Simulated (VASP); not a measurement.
# TiNi (P4/mmm) in VASP: single point with PBEsol

Aim: the single point of TiNi with PBEsol.

Everything below comes from runs of VASP 6.6.1. Logs are shortened: lines on timing, memory, paths and dates and some standing lists are left out, and cuts for length are marked.

### 1 The cell of the first run

The structure is tetragonal, space group P4/mmm (No. 123). Conventional cell: a = 2.599 Å, b = 2.599 Å, c = 3.402 Å, α = 90.00°, β = 90.00°, γ = 90.00°. Within 3.5 Å of Ti (site symmetry 4/mmm) lie 8 Ni at 2.50 Å and 6 Ti at 2.60 to 3.40 Å. Ni (site symmetry 4/mmm) has 8 Ti at 2.50 Å and 6 Ni at 2.60 to 3.40 Å within 3.5 Å.

### 2 Single point, PBEsol (strain -0.050 along x and y, -0.050 along z)

Contents of INCAR:

```
SYSTEM = TiNi
ALGO     = Normal         ! electronic algorithm
EDIFF    = 1E-6           ! SCF threshold, eV
ENCUT    = 690            ! plane-wave cutoff, eV
GGA      = PS             ! functional
GGA_COMPAT= .False.      
ISIF     = 2              ! what is computed and relaxed
ISMEAR   = 0              ! smearing method
LASPH    = .True.         ! aspherical terms in the spheres
LCHARG   = .True.         ! write CHGCAR
LELF     = .True.         ! ELF
LREAL    = .False.        ! projectors in reciprocal space
LVHAR    = .True.       
LWAVE    = .False.        ! write WAVECAR
NBANDS   = 22             ! bands
NELM     = 120            ! most SCF steps
PREC     = Accurate       ! precision mode
SIGMA    = 0.15           ! smearing width, eV
```

Contents of KPOINTS:

```
k-points
0
Gamma
  18 18 14
  0 0 0
```

Contents of POSCAR:

```
TiNi
1.0
    2.5990128500      0.0000000000      0.0000000000
    0.0000000000      2.5990128500      0.0000000000
    0.0000000000      0.0000000000      3.4023395000
Ti Ni
1 1
Direct
    0.5000000000      0.5000000000      0.5000000000
    0.0000000000      0.0000000000      0.0000000000
```

Potentials or basis: VASP PAW PBE potentials, release 64 (Ti_sv, Ni_sv_GW).

The run is started by

```console
$ cat potpaw_PBE.64/Ti_sv/POTCAR potpaw_PBE.64/Ni_sv_GW/POTCAR > POTCAR
$ mpirun -np 1 vasp_std > vasp.out
```

OUTCAR:

```text
SYSTEM = TiNi
   EDIFF = 1E-6
   ENCUT = 690
   GGA = PS
   ISIF = 2
   ISMEAR = 0
   LASPH = .True.
   LREAL = .False.
   NELM = 120
   PREC = Accurate

 ion  position               nearest neighbor table
   1  0.500  0.500  0.500-   2 2.50   2 2.50   2 2.50   2 2.50   2 2.50   2 2.50   2 2.50   2 2.50

   2  0.000  0.000  0.000-   1 2.50   1 2.50   1 2.50   1 2.50   1 2.50   1 2.50   1 2.50   1 2.50

  LATTYP: Found a simple tetragonal cell.
 ALAT       =     2.5990128500
 C/A-ratio  =     1.3090891413

  Lattice vectors:

 A1 = (   2.5990128500,   0.0000000000,   0.0000000000)
 A2 = (   0.0000000000,   2.5990128500,   0.0000000000)
 A3 = (   0.0000000000,   0.0000000000,   3.4023395000)

Analysis of symmetry for initial positions (statically):
=====================================================================
 Subroutine PRICEL returns:
 Original cell was already a primitive cell.

 Routine SETGRP: Setting up the symmetry group for a
 simple tetragonal supercell.

 Subroutine GETGRP returns: Found 16 space group operations
 (whereof 16 operations were pure point group operations)
 out of a pool of 16 trial point group operations.

The static configuration has the point symmetry D_4h.

Analysis of symmetry for dynamics (positions and initial velocities):
=====================================================================
 Subroutine PRICEL returns:
 Original cell was already a primitive cell.

 Routine SETGRP: Setting up the symmetry group for a
 simple tetragonal supercell.

 Subroutine GETGRP returns: Found 16 space group operations
 (whereof 16 operations were pure point group operations)
 out of a pool of 16 trial point group operations.

The dynamic configuration has the point symmetry D_4h.

 Subroutine INISYM returns: Found 16 space group operations
 (whereof 16 operations are pure point group operations),
 and found     1 'primitive' translations

----------------------------------------------------------------------------------------

                                     Primitive cell

  volume of cell :      22.9824

  direct lattice vectors                    reciprocal lattice vectors
     2.599012850  0.000000000  0.000000000     0.384761468  0.000000000  0.000000000
     0.000000000  2.599012850  0.000000000     0.000000000  0.384761468  0.000000000
     0.000000000  0.000000000  3.402339500     0.000000000  0.000000000  0.293915407

  length of vectors
     2.599012850  2.599012850  3.402339500     0.384761468  0.384761468  0.293915407

  position of ions in fractional coordinates (direct lattice)
     0.500000000  0.500000000  0.500000000
     0.000000000  0.000000000  0.000000000

  ion indices of the primitive-cell ions
[... 64 lines left out ...]
   NGXF,Y,Z  is equivalent  to a cutoff of  30.70, 30.70, 29.32 a.u.
 SYSTEM =  TiNi
   PREC   = accura    normal or accurate (medium, high low for compatibility)
   ISTART =      0    job   : 0-new  1-cont  2-samecut
   ICHARG =      2    charge: 1-file 2-atom 10-const
   ISPIN  =      1    spin polarized calculation?
   LNONCOLLINEAR =      F non collinear calculations
   LSORBIT =      F    spin-orbit coupling
   LASPH  =      T    aspherical Exc in radial PAW
   ENCUT  =  690.0 eV  50.71 Ry    7.12 a.u.   5.57  5.57  7.29*2*pi/ulx,y,z
   NELM   =    120;   NELMIN=  2; NELMDL= -5     # of ELM steps
   EDIFF  = 0.1E-05   stopping-criterion for ELM
   LREAL  =      F    real-space projection
[... 7 lines left out ...]
   TEBEG  =    0.0;   TEEND  =   0.0 temperature during run
   PSTRESS=    0.0 pullay stress
   NELECT =      30.0000    total number of electrons
   NUPDOWN=      -1.0000    fix difference up-down
   EMIN   =  10.00;   EMAX   =-10.00  energy-range for DOS
   EFERMI =   0.00;   METHOD = LEGACY
   ISMEAR =     0;   SIGMA  =   0.15  broadening in eV -4-tet -1-fermi 0-gaus
   EFERMI_NEDOS =   21; number of points for ismear=-14 and -15
   IALGO  =     38    algorithm
   IMIX   =      4    mixing-type and parameters
     AMIX     =   0.40;   BMIX     =  1.00
     AMIX_MAG =   1.60;   BMIX_MAG =  1.00
  volume/ion in A,a.u.               =      11.49        77.55
  Fermi-wavevector in a.u.,A,eV,Ry     =   1.789165  3.381032 43.553769  3.201112
  Thomas-Fermi vector in A             =   2.852194
   LORBIT       =      0    0 simple, 1 ext, 2 COOP (PROOUT), +10 PAW based schemes
   GGA     = PS    functional components
   LHFCALC =     F    Hartree Fock is set to
   AEXX    =    0.0000 exact exchange contribution
   IVDW    =     0    specifies the selected vdW correction
   LEPSILON=     F    determine dielectric tensor
   LRPA    =     F    only Hartree local field effects (RPA)
 non-spin polarized calculation
 Gauss-broadening in eV      SIGMA  =   0.15
  energy-cutoff  :      690.00
  volume of cell :       22.98
 maximum number of plane-waves:       962
 NGX is ok and might be reduce to    24
   NGX = 11   NGY = 11   NGZ = 15

 number of electron      30.0000005 magnetization

 Free energy of the ion-electron system (eV)
  ---------------------------------------------------
  ext. energy  EPLUGINS =         0.00000000
  ---------------------------------------------------
  free energy    TOTEN  =       -15.92786988 eV

  energy without entropy =      -15.90386439  energy(sigma->0) =      -15.91586714

 E-fermi :  10.5067     XC(G=0): -13.7834

 val. band max:       10.5020761888   @ k =   0.5000   0.1111   0.0714
 cond. band min:      10.5074202829   @ k =   0.3889   0.1111   0.0000
 fundamental gap:      0.0053440942
 Fermi energy:        10.5066507511

 k-point     1 :       0.0000    0.0000    0.0000
  band No.  band energies     occupation
      1     -92.9140      2.00000
      2     -53.5012      2.00000
      3     -53.3905      2.00000
      4     -53.3905      2.00000
      5     -45.8364      2.00000
      6     -22.1838      2.00000
[... 589 lines left out ...]
     21      21.4400      0.00000
     22      23.6489      0.00000

 [... further k-points ...]
[... 5 lines left out ...]
  --------------------------------------------------------------------------------------
  -------------------------------------------------------------------------------------
  Total        3.3634036      3.3634036      3.6836111      0.0000000     -0.0000000      0.0000000
  in kB      234.4741997    234.4741997    256.7969462      0.0000000     -0.0000000      0.0000000
  external PRESSURE =     241.9151152 kB  Pullay stress =       0.0000000 kB

 VOLUME and BASIS-vectors are now :
 -----------------------------------------------------------------------------
  energy-cutoff  :      690.00
  volume of cell :       22.98
      direct lattice vectors                 reciprocal lattice vectors
     2.599012850  0.000000000  0.000000000     0.384761468  0.000000000  0.000000000
     0.000000000  2.599012850  0.000000000     0.000000000  0.384761468  0.000000000
     0.000000000  0.000000000  3.402339500     0.000000000  0.000000000  0.293915407

 POSITION                                       TOTAL-FORCE (eV/Angst)
 -----------------------------------------------------------------------------------
      1.29951      1.29951      1.70117         0.000000      0.000000      0.000000
      0.00000      0.00000      0.00000         0.000000      0.000000      0.000000
 -----------------------------------------------------------------------------------
    total drift:                                0.000000      0.000000     -0.000000

  FREE ENERGIE OF THE ION-ELECTRON SYSTEM (eV)
  ---------------------------------------------------
  free  energy   TOTEN  =       -15.9278698812 eV

  energy  without entropy=      -15.9038643927  energy(sigma->0) =      -15.91586714
```

OSZICAR:

```text
N       E                     dE             d eps       ncg     rms          rms(c)
DAV:   1     0.369635118666E+03    0.36964E+03   -0.18343E+04 27606   0.458E+03
DAV:   2     0.104016209622E+02   -0.35923E+03   -0.34384E+03 29376   0.109E+03
DAV:   3    -0.206153305043E+02   -0.31017E+02   -0.30439E+02 36028   0.310E+02
DAV:   4    -0.231183779825E+02   -0.25030E+01   -0.24949E+01 30362   0.471E+01
DAV:   5    -0.232369273279E+02   -0.11855E+00   -0.11841E+00 30564   0.768E+00    0.342E+01
DAV:   6    -0.537971277258E+02   -0.30560E+02   -0.31508E+02 27864   0.102E+03    0.399E+01
DAV:   7    -0.190042148844E+02    0.34793E+02   -0.78913E+01 27950   0.412E+02    0.149E+01
DAV:   8    -0.162453934665E+02    0.27588E+01   -0.19055E+01 35356   0.169E+02    0.809E+00
DAV:   9    -0.159480755539E+02    0.29732E+00   -0.26647E+00 31974   0.573E+01    0.225E+00
DAV:  10    -0.159407898951E+02    0.72857E-02   -0.32947E-01 31728   0.196E+01    0.179E+00
DAV:  11    -0.159272642061E+02    0.13526E-01   -0.94839E-02 28706   0.102E+01    0.199E-01
DAV:  12    -0.159280942791E+02   -0.83007E-03   -0.35643E-03 29860   0.112E+00    0.190E-01
DAV:  13    -0.159279156499E+02    0.17863E-03   -0.23020E-03 34324   0.173E+00    0.914E-02
DAV:  14    -0.159278810928E+02    0.34557E-04   -0.14594E-04 25570   0.337E-01    0.378E-02
DAV:  15    -0.159278699799E+02    0.11113E-04   -0.31704E-05 27544   0.184E-01    0.845E-03
DAV:  16    -0.159278698812E+02    0.98649E-07   -0.12532E-06 14510   0.226E-02
   1 F= -.15927870E+02 E0= -.15915867E+02  d E =-.240055E-01
```

Wall time 2.9 min (1 thread of Intel Xeon Platinum 8488C (Sapphire Rapids), shared host); peak memory 0.5 GiB.

Results:

* Free energy: -15.9279 eV
* Pressure: 24.2 GPa
* Band gap on the k mesh: zero (bands 15 and 16 overlap by 3.92 eV)

Levels at points of the mesh, in eV from the Fermi level:
```
           k point  band 13  band 14  band 15  band 16  band 17  band 18
(0.00, 0.00, 0.00)    -2.23    -1.42    -0.38     0.81     3.56     3.56
(0.50, 0.00, 0.00)    -2.04    -1.76    -1.00    -0.59     0.71     1.79
(0.50, 0.50, 0.00)    -0.82     0.17     2.58     2.58     2.62     2.62
(0.00, 0.00, 0.50)    -1.91    -1.88    -1.36    -1.34     2.12     2.26
(0.50, 0.00, 0.50)    -2.27    -0.24     0.03     0.22     1.02     2.77
(0.50, 0.50, 0.50)    -1.86    -1.86    -1.73    -0.82     3.30     5.28
```

Caveat: the cell differs from its parent crystal (strain -0.050 along x and y, -0.050 along z); the cell stands under pressure; the PAW data sets were made with another functional, which shifts forces and pressure a little. Spin polarisation is off, so any magnetic state and its effect on volume and gap are missing.
